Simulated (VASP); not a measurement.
# ZnO (P6_3mc) in VASP: a series of runs, part 2 of 2

VASP 6.6.1. Earlier steps stand in the parts before.

### 3 Single point, PBE

INCAR reads:

```
  PREC = Accurate
  ENCUT = 520
  EDIFF = 1E-6
  ISMEAR = 0
  SIGMA = 0.02
  LREAL = F
  LASPH = T
  NELM = 100
  ALGO = Normal
  ISIF = 2
  LWAVE = F
  LCHARG = T
  GGA = PE
  LELF = T
  LVHAR = T
  NBANDS = 26
```

KPOINTS reads:

```
Automatic mesh
0
Gamma
  12 12 6
```

POSCAR reads:

```
ZnO
1.0
    3.2794753232      0.0000000000      0.0000000000
   -1.6397376616      2.8401089410      0.0000000000
    0.0000000000      0.0000000000      5.2931304610
Zn O
2 2
Direct
    0.3333333333      0.6666666667      0.0015026879
    0.6666666667      0.3333333333      0.5015026879
    0.3333333333      0.6666666667      0.3805973121
    0.6666666667      0.3333333333      0.8805973121
```

Potentials or basis: VASP PAW PBE potentials, release 64 (Zn, O).

On the command line:

```
$ cat potpaw_PBE.64/Zn/POTCAR potpaw_PBE.64/O/POTCAR > POTCAR
$ mpirun -np 1 vasp_std > vasp.out
```

OUTCAR:

```text
PREC = Accurate
   ENCUT = 520
   EDIFF = 1E-6
   ISMEAR = 0
   LREAL = F
   LASPH = T
   NELM = 100
   ISIF = 2
   GGA = PE

 ion  position               nearest neighbor table
   1  0.333  0.667  0.002-   4 2.00   4 2.00   4 2.00   3 2.01
   2  0.667  0.333  0.502-   3 2.00   3 2.00   3 2.00   4 2.01
   3  0.333  0.667  0.381-   2 2.00   2 2.00   2 2.00   1 2.01
   4  0.667  0.333  0.881-   1 2.00   1 2.00   1 2.00   2 2.01

  LATTYP: Found a hexagonal cell.
 ALAT       =     3.2794753232
 C/A-ratio  =     1.6140174691

  Lattice vectors:

 A1 = (   3.2794753232,   0.0000000000,   0.0000000000)
 A2 = (  -1.6397376616,   2.8401089410,   0.0000000000)
 A3 = (   0.0000000000,   0.0000000000,   5.2931304610)

Analysis of symmetry for initial positions (statically):
=====================================================================
 Subroutine PRICEL returns:
 Original cell was already a primitive cell.

 Routine SETGRP: Setting up the symmetry group for a
 hexagonal supercell.

 Subroutine GETGRP returns: Found 12 space group operations
[... 170 lines left out ...]

 E-fermi :   1.0101     XC(G=0): -10.7257

 val. band max:        0.8954276339   @ k =   0.0000   0.0000   0.0000
 cond. band min:       1.6233775620   @ k =   0.0000   0.0000   0.0000
 fundamental gap:      0.7279499281
 Fermi energy:         1.0100754333

 k-point     1 :       0.0000    0.0000    0.0000
  band No.  band energies     occupation
      1     -16.9231      2.00000
      2     -16.2556      2.00000
      3      -4.6418      2.00000
      4      -4.6418      2.00000
      5      -4.6021      2.00000
      6      -4.4874      2.00000
[... 685 lines left out ...]
     25      14.1267      0.00000
     26      14.6827      0.00000

 [... further k-points ...]

------------------------ aborting loop because EDIFF is reached ----------------------------------------

  FORCE on cell =-STRESS in cart. coord.  units (eV):
  Direction    XX          YY          ZZ          XY          YZ          ZX
  --------------------------------------------------------------------------------------
  -------------------------------------------------------------------------------------
  Total        0.2773280      0.2773280      0.2799638      0.0000000     -0.0000000      0.0000000
  in kB        9.0126457      9.0126457      9.0983057      0.0000000     -0.0000000      0.0000000
  external PRESSURE =       9.0411990 kB  Pullay stress =       0.0000000 kB

 VOLUME and BASIS-vectors are now :
 -----------------------------------------------------------------------------
  energy-cutoff  :      520.00
  volume of cell :       49.30
      direct lattice vectors                 reciprocal lattice vectors
     3.279475323  0.000000000  0.000000000     0.304926826  0.176049585  0.000000000
    -1.639737662  2.840108941  0.000000000     0.000000000  0.352099170  0.000000000
     0.000000000  0.000000000  5.293130461     0.000000000  0.000000000  0.188924117

 POSITION                                       TOTAL-FORCE (eV/Angst)
 -----------------------------------------------------------------------------------
     -0.00000      1.89341      0.00795         0.000000      0.000000      0.000715
      1.63974      0.94670      2.65452        -0.000000     -0.000000      0.000715
     -0.00000      1.89341      2.01455         0.000000     -0.000000     -0.000715
      1.63974      0.94670      4.66112        -0.000000      0.000000     -0.000715
 -----------------------------------------------------------------------------------
    total drift:                               -0.000001     -0.000001     -0.001471

  FREE ENERGIE OF THE ION-ELECTRON SYSTEM (eV)
  ---------------------------------------------------
  free  energy   TOTEN  =       -17.8609602602 eV

  energy  without entropy=      -17.8609602602  energy(sigma->0) =      -17.86096026
```

Run time: 56 s. Hardware: 1 thread of AMD EPYC 7R13 (Zen 3), shared host; peak memory 0.18 GiB.

What came out:

```
Free energy            : -17.8610 eV
Pressure               : 0.9 GPa
Band gap on the k mesh : 0.73 eV, direct
```

Levels at points of the mesh, in eV from the valence-band top:
```csv
k point,band 14,band 15,band 16,band 17,band 18,band 19,band 20,band 21,band 22,band 23
"(0.00, 0.00, 0.00)",-0.75,-0.75,-0.08,0.00,0.00,0.73,5.09,8.07,12.73,12.73
"(0.50, 0.00, 0.00)",-3.44,-2.72,-2.15,-1.23,-0.79,5.62,6.82,7.53,8.27,10.40
"(0.00, 0.00, 0.50)",-2.23,-0.37,-0.37,-0.37,-0.37,3.36,3.36,9.91,9.91,13.01
"(0.50, 0.00, 0.50)",-3.69,-1.43,-1.43,-1.32,-1.32,5.64,5.64,8.23,8.23,11.15
```

### 4 Relaxation of cell and atoms, PBE

This run uses another cell than the first one, of 11.90 Å³/atom, 0.965 times its volume.

INCAR reads:

```
SYSTEM = ZnO
  ALGO = Normal
  EDIFF = 1E-6
  EDIFFG = -0.005
  ENCUT = 600
  GGA = PE
  IBRION = 2
  ISIF = 3
  ISMEAR = 0
  LASPH = .True.
  LCHARG = .False.
  LREAL = .False.
  LWAVE = .False.
  NELM = 100
  NSW = 100
  PREC = Accurate
  SIGMA = 0.02
```

KPOINTS reads:

```
k-points
0
Gamma
  12 12 6
  0 0 0
```

POSCAR reads:

```
ZnO
1.0
    3.2493987239      0.0000000000      0.0000000000
   -1.6246993619      2.8140618419      0.0000000000
    0.0000000000      0.0000000000      5.2038000000
Zn O
2 2
Direct
    0.3333333333      0.6666666667      0.0000000000
    0.6666666667      0.3333333333      0.5000000000
    0.3333333333      0.6666666667      0.3821000000
    0.6666666667      0.3333333333      0.8821000000
```

On the command line:

```
$ cat potpaw_PBE.64/Zn/POTCAR potpaw_PBE.64/O/POTCAR > POTCAR
$ mpirun -np 1 vasp_std > vasp.out
```

It took 6.9 min on 1 thread of AMD EPYC 7R13 (Zen 3), shared host; peak memory 0.21 GiB.

Results (log left out):

| Quantity | Value |
| --- | --- |
| Free energy | -17.8623 eV |
| Relaxed volume | 12.39 Å³/atom |
| Relaxed cell | a = 3.285 Å, b = 3.285 Å, c = 5.303 Å, α = 90.00°, β = 90.00°, γ = 120.00° |
| Space group after relaxing (to 0.05 Å) | P6_3mc (No. 186) |
| Energy gained by relaxing | 8.9 meV/atom |
| Ionic steps | 14 |
| Pressure after relaxing | 0.0 GPa |
| Band gap on the k mesh | 0.72 eV, direct |

Forces in eV/Å, atoms in the order of the input:
```
Zn   0.000  0.000 -0.003
Zn   0.000  0.000 -0.003
O    0.000  0.000  0.003
O    0.000  0.000  0.003
```

Step by step:
```csv
step,energy change (eV),largest force (eV/Å),pressure (GPa),volume (Å³)
1,0.0000,0.0323,5.87,47.58
2,-0.0265,0.0218,-2.62,50.65
3,-0.0351,0.0250,-0.02,49.58
4,-0.0351,0.0251,0.07,49.54
5,-0.0353,0.0244,0.14,49.54
6,-0.0357,0.0204,0.16,49.55
7,-0.0357,0.0196,0.13,49.55
8,-0.0357,0.0123,-0.19,49.67
9,-0.0358,0.0034,-0.12,49.61
10,-0.0358,0.0061,0.07,49.60
11,-0.0358,0.0037,-0.10,49.61
12,-0.0358,0.0053,-0.02,49.60
13,-0.0358,0.0037,-0.04,49.61
14,-0.0358,0.0026,0.02,49.57
```

Final structure:
```
Zn O
1.0
     3.28541    0.00000    0.00000
    -1.64270    2.84524    0.00000
     0.00000    0.00000    5.30312
Zn O
2 2
Direct
  0.33333 0.66667 0.00156
  0.66667 0.33333 0.50156
  0.33333 0.66667 0.38054
  0.66667 0.33333 0.88054
```

Levels at points of the mesh, in eV from the valence-band top:
```csv
k point,band 15,band 16,band 17,band 18,band 19,band 20,band 21,band 22
"(0.00, 0.00, 0.00)",-0.75,-0.08,0.00,0.00,0.72,5.07,8.05,12.70
"(0.50, 0.00, 0.00)",-2.71,-2.13,-1.23,-0.79,5.60,6.81,7.52,8.23
"(0.00, 0.00, 0.50)",-0.37,-0.37,-0.37,-0.37,3.35,3.35,9.89,9.89
"(0.50, 0.00, 0.50)",-1.42,-1.42,-1.31,-1.31,5.63,5.63,8.20,8.20
```

As with any semilocal functional, this PBE gap is likely too small. PBE usually gives volumes a little too large and moduli too small.

### 5 Summary

| task | cell | cutoff (eV) | smearing | gap on the mesh (eV) | pressure (GPa) |
| --- | --- | --- | --- | --- | --- |
| single point | a = 3.279, b = 3.279, c = 5.293 Å, angles 90.0, 90.0, 120.0°, 4 atoms | 520 | gaussian 0.05 eV | 0.73 | 0.9 |
| single point | a = 3.279, b = 3.279, c = 5.293 Å, angles 90.0, 90.0, 120.0°, 4 atoms | 520 | gaussian 0.02 eV | 0.73 | 0.9 |
| relaxation of cell and atoms | relaxed from a = 3.249, b = 3.249, c = 5.204 Å, angles 90.0, 90.0, 120.0°, 4 atoms | 600 | gaussian 0.02 eV | 0.72 | 0.0 |

Alike in all rows: level PBE; potentials or basis VASP PAW PBE potentials, release 64 (Zn, O); no spin polarisation; k mesh 12 × 12 × 6.

Absolute energies hang on the potentials; compare differences alone.

### 6 Against experiment

Step 2. Against the measured gap of ZnO, 3.37 eV (quoted in “Electronic structure of alkaline earth and post-transition metal oxides”, 2009, arxiv:0908.1581), the calculated 0.73 eV is off by -2.64 eV. So large a miss can be the level of theory's own, or it may mean another phase, state or a wrong row. The value is that of PBE, without temperature or zero-point motion. Semilocal functionals fall short of measured gaps as a rule.

Step 3. Against the measured gap of ZnO, 3.37 eV (quoted in “Electronic structure of alkaline earth and post-transition metal oxides”, 2009, arxiv:0908.1581), the calculated 0.73 eV is off by -2.64 eV. So large a miss can be the level of theory's own, or it may mean another phase, state or a wrong row. The value is that of PBE, without temperature or zero-point motion. Semilocal functionals fall short of measured gaps as a rule.
